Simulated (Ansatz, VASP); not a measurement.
Two plane-wave programs on Na

POSCAR

```
Na
1.0
    3.9553510475      0.0000000000      0.0000000000
   -1.9776755237      3.4254344880      0.0000000000
    0.0000000000      0.0000000000      6.4617000000
Na
2
Direct
    0.3333333333      0.6666666667      0.2500000000
    0.6666666667      0.3333333333      0.7500000000
```

INCAR.step1

```
PREC = Accurate
ENCUT = 520
ISMEAR = 0
SIGMA = 0.15
LREAL = F
LASPH = T
NELM = 60
NBANDS = 14
GGA = PE
ALGO = Normal
EDIFF = 1E-4
LWAVE = T
LCHARG = F
```

The input INCAR.step2:

```
PREC = Accurate
ENCUT = 520
EDIFF = 1E-6
ISMEAR = 0
SIGMA = 0.15
LREAL = F
LASPH = T
NELM = 60
ALGO = Normal
ISIF = 2
LWAVE = F
LCHARG = F
METAGGA = R2SCAN
LMIXTAU = T
NBANDS = 14
ISTART = 1
```

KPOINTS

```
Automatic mesh
0
Gamma
  12 12 8
```

Input for Ansatz:

```yaml
crystal:
  lattice:
    - [3.9553510475, 0.0, 0.0]
    - [-1.9776755237, 3.425434488, 0.0]
    - [0.0, 0.0, 6.4617]
  atoms:
    - { symbol: Na, position: [0.3333333333, 0.6666666667, 0.25] }
    - { symbol: Na, position: [0.6666666667, 0.3333333333, 0.75] }
basis:
  ecutwfc: 500
kpoints:
  mp_grid: { grid: [12, 12, 8] }
hamiltonian:
  xc: r2scan
scf:
  occupations: { method: gaussian, width: 0.15 }
output:
  forces: true
  stress: true
  eigenvalues: true
```

Change from the starting cell: strain +0.050 along x and y, +0.050 along z, atoms carried along.

Alike in both runs: task single point; functional r2SCAN; k mesh 12 × 12 × 8; occupations gaussian, width 0.15 eV; no spin polarisation.

|  | VASP | Ansatz |
| --- | --- | --- |
| version | VASP 6.6.1 | Ansatz 0.2.0 |
| potentials or method | VASP PAW PBE potentials, release 64 (Na_pv), cutoff 520 eV | scalar-relativistic, plane waves, PAW |
| valence electrons in the cell | 14 | 18 |

```csv
,VASP,Ansatz,Ansatz less VASP
gap on the k mesh at the Fermi level (eV),none,none,-
pressure (GPa),-0.9,-0.9,0.00
"traceless stress, the component that is largest in VASP (GPa)",-0.10,-0.06,+0.035
```

VASP's potentials were made for PBE, not for r2SCAN. A gap of «none» marks a metal or a gap that the smearing closes. With one functional, cell and mesh, what is left measures potentials, basis and numerics. VASP's potentials hold 14 valence electrons a cell and Ansatz's 18, so a difference there can come from the potentials and not from the codes.
